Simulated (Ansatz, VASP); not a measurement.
**Two plane-wave programs on C**

The input INCAR:

```
SYSTEM = C
ALGO = Normal ; EDIFF = 1E-7
ENCUT = 520 ; GGA = PE
ISIF = 2 ; ISMEAR = 0
LASPH = .TRUE. ; LCHARG = .FALSE.
LREAL = .FALSE. ; LWAVE = .FALSE.
NBANDS = 26 ; NELM = 100
PREC = Accurate ; SIGMA = 0.05
```

The input KPOINTS:

```
k-points
0
G
  12 12 4
  0 0 0
```

The input POSCAR:

```
C
1.0
    2.5180642186      0.0000000000      0.0000000000
   -1.2590321093      2.1807075817      0.0000000000
    0.0000000000      0.0000000000      8.3046919353
C
8
Direct
   -0.0027514005     -0.0055028011      0.0929732494
   -0.0027514005     -0.0055028011      0.5929732494
   -0.0027514005     -0.0055028011      0.4070267506
   -0.0027514005     -0.0055028011      0.9070267506
    0.3360847339      0.6721694677      0.1555299995
    0.6694180672      0.3388361344      0.6555299995
    0.3360847339      0.6721694677      0.3444700005
    0.6694180672      0.3388361344      0.8444700005
```

Input for Ansatz:

```yaml
crystal:
  lattice:
    - [2.5180642186, 0.0, 0.0]
    - [-1.2590321093, 2.1807075817, 0.0]
    - [0.0, 0.0, 8.3046919353]
  atoms:
    - { symbol: C, position: [-0.0027514005, -0.0055028011, 0.0929732494] }
    - { symbol: C, position: [-0.0027514005, -0.0055028011, 0.5929732494] }
    - { symbol: C, position: [-0.0027514005, -0.0055028011, 0.4070267506] }
    - { symbol: C, position: [-0.0027514005, -0.0055028011, 0.9070267506] }
    - { symbol: C, position: [0.3360847339, 0.6721694677, 0.1555299995] }
    - { symbol: C, position: [0.6694180672, 0.3388361344, 0.6555299995] }
    - { symbol: C, position: [0.3360847339, 0.6721694677, 0.3444700005] }
    - { symbol: C, position: [0.6694180672, 0.3388361344, 0.8444700005] }
basis:
  ecutwfc: 520.0
kpoints:
  mp_grid: { grid: [12, 12, 4] }
hamiltonian:
  xc: pbe
  pseudopotentials: { kind: paw, azcp: { folder: soft_1 } }
scf:
  occupations: { method: gaussian, width: 0.05 }
output:
  forces: true
  stress: true
  eigenvalues: true
```

Change from the starting cell: mode 14 frozen in at -0.012 Å, equal normal strain along x, y and z +0.0000.

Alike in both runs: task single point; functional PBE; k mesh 12 × 12 × 4; occupations gaussian, width 0.05 eV; no spin polarisation.

|  | VASP | Ansatz |
| --- | --- | --- |
| version | VASP 6.6.1 | Ansatz 0.2.0 |
| potentials or method | VASP PAW PBE potentials, release 64 (C), cutoff 520 eV | scalar-relativistic, plane waves, PAW |
| valence electrons in the cell | 32 | 32 |

|  | VASP | Ansatz | Ansatz less VASP |
| --- | --- | --- | --- |
| gap on the k mesh at the Fermi level (eV) | 4.46 | 4.47 | +0.010 |
| least direct gap on the mesh (eV) | 5.18 | 5.19 | +0.006 |
| pressure (GPa) | 0.9 | 0.2 | -0.63 |
| traceless stress, the component that is largest in VASP (GPa) | 0.17 | 0.16 | -0.016 |
| rms of the force components (eV/Å) | 0.437 | 0.433 | -0.0038 |

Atom by atom the forces differ by 0.004 eV/Å (rms over components).
